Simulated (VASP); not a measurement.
# Na7H8 (a cell with a defect) in VASP: single point with PBE

Aim: the single point of Na7H8 (a cell with a defect) with PBE.

Program: VASP 6.6.1. These are calculated values, not measurements. Logs are shortened: lines on timing, memory, paths and dates and some standing lists are left out, and cuts for length are marked.

## (1) The cell of the first run

The cell holds a defect, 15 atoms: a = 6.861 Å, b = 6.861 Å, c = 6.861 Å, α = 60.00°, β = 60.00°, γ = 60.00°.

## (2) Single point, PBE

INCAR

```
SYSTEM = Na7H8
ALGO = Normal
EDIFF = 1E-6
ENCUT = 520
GGA = PE
ISIF = 2
ISMEAR = 1
LASPH = .TRUE.
LCHARG = .TRUE.
LELF = .TRUE.
LREAL = Auto
LVHAR = .TRUE.
LWAVE = .FALSE.
NBANDS = 42
NELM = 60
PREC = Accurate
SIGMA = 0.15
```

KPOINTS

```
k-points
0
G
  3 3 3
  0 0 0
```

POSCAR

```
Na7H8
1.0
    0.0000000000      4.8511220000      4.8511220000
    4.8511220000      0.0000000000      4.8511220000
    4.8511220000      4.8511220000      0.0000000000
H Na
8 7
Direct
    0.2397631929      0.2429913121      0.2397223776
    0.2997254037      0.2498377695      0.7004120902
    0.2398268895      0.7772462742      0.2397702016
    0.2856889602      0.7498572495      0.7143796837
    0.7006334823      0.2496165835      0.2998981473
    0.7604968500      0.2565886820      0.7605708535
    0.7145160439      0.7496611093      0.2859531259
    0.7605037556      0.7222058114      0.7605876537
    0.0047468400     -0.0237717171      0.5425597418
    0.0001673840      0.2498912623      0.0000789508
   -0.0045476077      0.5233826319      0.4576219687
    0.5432575186     -0.0240011486      0.0045411144
    0.5000326729     -0.0006110957      0.5001600661
    0.4570469471      0.5235055931     -0.0042657142
    0.5001032751      0.5001921205      0.5001414106
```

Potentials or basis: VASP PAW PBE potentials, release 64 (H, Na_pv).

Started as:

```sh
$ cat potpaw_PBE.64/H/POTCAR potpaw_PBE.64/Na_pv/POTCAR > POTCAR
$ mpirun -np 1 vasp_std > vasp.out
```

OUTCAR:

```text
SYSTEM = Na7H8
   EDIFF = 1E-6
   ENCUT = 520
   GGA = PE
   ISIF = 2
   ISMEAR = 1
   LASPH = .TRUE.
   LREAL = Auto
   NELM = 60
   PREC = Accurate

 ion  position               nearest neighbor table
   1  0.240  0.243  0.240-
   2  0.300  0.250  0.700-
   3  0.240  0.777  0.240-
   4  0.286  0.750  0.714-
   5  0.701  0.250  0.300-
   6  0.760  0.257  0.761-
   7  0.715  0.750  0.286-
   8  0.761  0.722  0.761-
   9  0.005  0.976  0.543-
  10  0.000  0.250  0.000-
  11  0.995  0.523  0.458-
  12  0.543  0.976  0.005-
  13  0.500  0.999  0.500-
  14  0.457  0.524  0.996-
  15  0.500  0.500  0.500-

  LATTYP: Found a face centered cubic cell.
 ALAT       =     9.7022440000

  Lattice vectors:

 A1 = (   0.0000000000,   4.8511220000,   4.8511220000)
 A2 = (   4.8511220000,   0.0000000000,   4.8511220000)
 A3 = (   4.8511220000,   4.8511220000,   0.0000000000)

Analysis of symmetry for initial positions (statically):
=====================================================================
 Subroutine PRICEL returns:
 Original cell was already a primitive cell.

 Routine SETGRP: Setting up the symmetry group for a
 face centered cubic supercell.

 Subroutine GETGRP returns: Found  1 space group operations
 (whereof  1 operations were pure point group operations)
 out of a pool of 48 trial point group operations.

The static configuration has the point symmetry C_1 .

Analysis of symmetry for dynamics (positions and initial velocities):
=====================================================================
 Subroutine PRICEL returns:
 Original cell was already a primitive cell.

 Routine SETGRP: Setting up the symmetry group for a
 face centered cubic supercell.

 Subroutine GETGRP returns: Found  1 space group operations
 (whereof  1 operations were pure point group operations)
 out of a pool of 48 trial point group operations.

The dynamic configuration has the point symmetry C_1 .

 Subroutine INISYM returns: Found  1 space group operations
 (whereof  1 operations are pure point group operations),
 and found     1 'primitive' translations

----------------------------------------------------------------------------------------

                                     Primitive cell

  volume of cell :     228.3266

  direct lattice vectors                    reciprocal lattice vectors
     0.000000000  4.851122000  4.851122000    -0.103068940  0.103068940  0.103068940
     4.851122000  0.000000000  4.851122000     0.103068940 -0.103068940  0.103068940
     4.851122000  4.851122000  0.000000000     0.103068940  0.103068940 -0.103068940

  length of vectors
     6.860522525  6.860522525  6.860522525     0.178520640  0.178520640  0.178520640

  position of ions in fractional coordinates (direct lattice)
     0.239763193  0.242991312  0.239722378
     0.299725404  0.249837769  0.700412090
     0.239826890  0.777246274  0.239770202
     0.285688960  0.749857250  0.714379684
     0.700633482  0.249616583  0.299898147
     0.760496850  0.256588682  0.760570853
     0.714516044  0.749661109  0.285953126
     0.760503756  0.722205811  0.760587654
     0.004746840  0.976228283  0.542559742
     0.000167384  0.249891262  0.000078951
     0.995452392  0.523382632  0.457621969
     0.543257519  0.975998851  0.004541114
     0.500032673  0.999388904  0.500160066
     0.457046947  0.523505593  0.995734286
     0.500103275  0.500192121  0.500141411

  ion indices of the primitive-cell ions
   primitive index   ion index
                 1           1
                 2           2
                 3           3
                 4           4
                 5           5
                 6           6
                 7           7
                 8           8
                 9           9
                10          10
                11          11
                12          12
                13          13
                14          14
                15          15

----------------------------------------------------------------------------------------

 KPOINTS: k-points

Automatic generation of k-mesh.
 Grid dimensions read from file:
 generate k-points for:    3    3    3

 Generating k-lattice:

  Cartesian coordinates                     Fractional coordinates (reciprocal lattice)
    -0.034356313  0.034356313  0.034356313     0.333333333  0.000000000  0.000000000
     0.034356313 -0.034356313  0.034356313     0.000000000  0.333333333  0.000000000
     0.034356313  0.034356313 -0.034356313     0.000000000  0.000000000  0.333333333

  Length of vectors
     0.059506880  0.059506880  0.059506880

  Shift w.r.t. Gamma in fractional coordinates (k-lattice)
     0.000000000  0.000000000  0.000000000

 Subroutine IBZKPT returns following result:
 ===========================================

 Found     14 irreducible k-points:

 Following reciprocal coordinates:
            Coordinates               Weight
  0.000000  0.000000  0.000000      1.000000
  0.333333  0.000000  0.000000      2.000000
  0.000000  0.333333  0.000000      2.000000
  0.000000  0.000000  0.333333      2.000000
  0.333333  0.333333  0.333333      2.000000
  0.333333  0.333333  0.000000      2.000000
  0.000000  0.333333  0.333333      2.000000
  0.333333  0.000000  0.333333      2.000000
 -0.333333  0.333333  0.000000      2.000000
  0.000000 -0.333333  0.333333      2.000000
  0.333333  0.000000 -0.333333      2.000000
  0.333333  0.333333 -0.333333      2.000000
 -0.333333  0.333333 -0.333333      2.000000
  0.333333 -0.333333 -0.333333      2.000000
   k-points           NKPTS =     14   k-points in BZ     NKDIM =     14   number of bands    NBANDS=     42
   number of dos      NEDOS =    301   number of ions     NIONS =     15
   total plane-waves  NPLWV = 157464
   dimension x,y,z NGX =    54 NGY =   54 NGZ =   54
   dimension x,y,z NGXF=   108 NGYF=  108 NGZF=  108
   ions per type =               8   7
   NGX,Y,Z   is equivalent  to a cutoff of  13.09, 13.09, 13.09 a.u.
   NGXF,Y,Z  is equivalent  to a cutoff of  26.17, 26.17, 26.17 a.u.
 SYSTEM =  Na7H8
   PREC   = accura    normal or accurate (medium, high low for compatibility)
   ISTART =      0    job   : 0-new  1-cont  2-samecut
   ICHARG =      2    charge: 1-file 2-atom 10-const
   ISPIN  =      1    spin polarized calculation?
   LNONCOLLINEAR =      F non collinear calculations
   LSORBIT =      F    spin-orbit coupling
   LASPH  =      T    aspherical Exc in radial PAW
   ENCUT  =  520.0 eV  38.22 Ry    6.18 a.u.  12.76 12.76 12.76*2*pi/ulx,y,z
   NELM   =     60;   NELMIN=  2; NELMDL= -5     # of ELM steps
   EDIFF  = 0.1E-05   stopping-criterion for ELM
   LREAL  =      T    real-space projection
   EDIFFG = 0.1E-04   stopping-criterion for IOM
   NSW    =      0    number of steps for IOM
   IBRION =     -1    ionic relax: 0-MD 1-quasi-New 2-CG
   NFREE  =      0    steps in history (QN), initial steepest desc. (CG)
   ISIF   =      2    stress and relaxation
   ISYM   =      2    0-nonsym 1-usesym 2-fastsym
   POTIM  = 0.5000    time-step for ionic-motion
   TEBEG  =    0.0;   TEEND  =   0.0 temperature during run
   PSTRESS=    0.0 pullay stress
   NELECT =      57.0000    total number of electrons
   NUPDOWN=      -1.0000    fix difference up-down
   EMIN   =  10.00;   EMAX   =-10.00  energy-range for DOS
   EFERMI =   0.00;   METHOD = LEGACY
   ISMEAR =     1;   SIGMA  =   0.15  broadening in eV -4-tet -1-fermi 0-gaus
   EFERMI_NEDOS =   21; number of points for ismear=-14 and -15
   IALGO  =     38    algorithm
   IMIX   =      4    mixing-type and parameters
     AMIX     =   0.40;   BMIX     =  1.00
     AMIX_MAG =   1.60;   BMIX_MAG =  1.00
  volume/ion in A,a.u.               =      15.22       102.72
  Fermi-wavevector in a.u.,A,eV,Ry     =   1.030815  1.947959 14.457285  1.062581
  Thomas-Fermi vector in A             =   2.164932
   LORBIT       =      0    0 simple, 1 ext, 2 COOP (PROOUT), +10 PAW based schemes
   GGA     = PE    functional components
   LHFCALC =     F    Hartree Fock is set to
   AEXX    =    0.0000 exact exchange contribution
   IVDW    =     0    specifies the selected vdW correction
   LEPSILON=     F    determine dielectric tensor
   LRPA    =     F    only Hartree local field effects (RPA)
 non-spin polarized calculation
 Methfessel and Paxton  Order N= 1 SIGMA  =   0.15
  energy-cutoff  :      520.00
  volume of cell :      228.33
 maximum number of plane-waves:      6183
 NGX is ok and might be reduce to    54
   NGX = 25   NGY = 25   NGZ = 25

 number of electron      56.9999999 magnetization

 Free energy of the ion-electron system (eV)
  ---------------------------------------------------
  ext. energy  EPLUGINS =         0.00000000
  ---------------------------------------------------
  free energy    TOTEN  =       -35.94403626 eV

  energy without entropy =      -35.93819078  energy(sigma->0) =      -35.94208777

 E-fermi :  -1.6907     XC(G=0):  -7.3317

 val. band max:       -1.7072885051   @ k =   0.0000   0.0000   0.0000
 cond. band min:      -1.6874780238   @ k =   0.0000   0.0000   0.0000
 fundamental gap:      0.0198104813
 Fermi energy:        -1.6907161897

 k-point     1 :       0.0000    0.0000    0.0000
  band No.  band energies     occupation
      1     -24.0024      2.00000
      2     -23.9715      2.00000
      3     -23.9252      2.00000
      4     -23.9228      2.00000
      5     -23.9226      2.00000
      6     -23.9094      2.00000
[... 32 lines left out ...]
     39       8.7318      0.00000
[... 558 lines left out ...]
     39       5.7163      0.00000
     40       6.2018      0.00000
 [bands above 40 left out]

------------------------ aborting loop because EDIFF is reached ----------------------------------------

  FORCE on cell =-STRESS in cart. coord.  units (eV):
  Direction    XX          YY          ZZ          XY          YZ          ZX
  --------------------------------------------------------------------------------------
  -------------------------------------------------------------------------------------
  Total        0.5506821     -0.6050038      0.5509505      0.0039429     -0.0041093     -1.5984204
  in kB        3.8641585     -4.2453363      3.8660422      0.0276677     -0.0288348    -11.2161811
  external PRESSURE =       1.1616215 kB  Pullay stress =       0.0000000 kB

 VOLUME and BASIS-vectors are now :
 -----------------------------------------------------------------------------
  energy-cutoff  :      520.00
  volume of cell :      228.33
      direct lattice vectors                 reciprocal lattice vectors
     0.000000000  4.851122000  4.851122000    -0.103068940  0.103068940  0.103068940
     4.851122000  0.000000000  4.851122000     0.103068940 -0.103068940  0.103068940
     4.851122000  4.851122000  0.000000000     0.103068940  0.103068940 -0.103068940

 POSITION                                       TOTAL-FORCE (eV/Angst)
 -----------------------------------------------------------------------------------
      2.34170      2.32604      2.34190         0.007991      0.008815      0.008320
      4.60978      4.85179      2.66600        -0.011385     -0.000223      0.011402
      4.93367      2.32658      4.93395        -0.008397      0.008614     -0.008020
      7.10319      4.85145      5.02356        -0.000753      0.000557      0.000748
      2.66576      4.85370      4.60978         0.011152      0.000528     -0.011196
      4.93437      7.37888      4.93401        -0.008347     -0.008879     -0.008476
      5.02389      4.85340      7.10290         0.001124     -0.001093     -0.000890
      7.19321      7.37900      7.19281         0.008086     -0.008854      0.007908
      7.36783      2.65505      4.75883        -0.001547     -0.021367      0.001799
      1.21264      0.00120      1.21307         0.001066     -0.000220     -0.000500
      4.75897      7.04904      7.36805         0.001782      0.021809     -0.001798
      4.75672      2.65744      7.37010         0.003617     -0.021420     -0.003476
      7.27450      4.85206      7.27388        -0.007789      0.000321     -0.006870
      7.37002      7.04762      4.75678        -0.003595      0.021378      0.003712
      4.85274      4.85231      4.85256         0.006994      0.000035      0.007337
 -----------------------------------------------------------------------------------
    total drift:                                0.000038     -0.000008      0.000125

  FREE ENERGIE OF THE ION-ELECTRON SYSTEM (eV)
  ---------------------------------------------------
  free  energy   TOTEN  =       -35.9440362627 eV

  energy  without entropy=      -35.9381907834  energy(sigma->0) =      -35.94208777
```

Run time: 3.8 min. Hardware: 1 thread of AMD EPYC 9R45 (Zen 5), shared host; peak memory 0.37 GiB.

What came out:

```yaml
Free_energy: -35.9440 eV
Pressure: 0.1 GPa
Largest_force: 0.022 eV/Å
```

Forces in eV/Å, atoms in the order of the input:
```
H    0.008  0.009  0.008
H   -0.011  0.000  0.011
H   -0.008  0.009 -0.008
H   -0.001  0.001  0.001
H    0.011  0.001 -0.011
H   -0.008 -0.009 -0.008
H    0.001 -0.001 -0.001
H    0.008 -0.009  0.008
Na  -0.002 -0.021  0.002
Na   0.001  0.000 -0.001
Na   0.002  0.022 -0.002
Na   0.004 -0.021 -0.003
Na  -0.008  0.000 -0.007
Na  -0.004  0.021  0.004
Na   0.007  0.000  0.007
```

Caveat: the k points lie up to 0.37 Å⁻¹ apart.
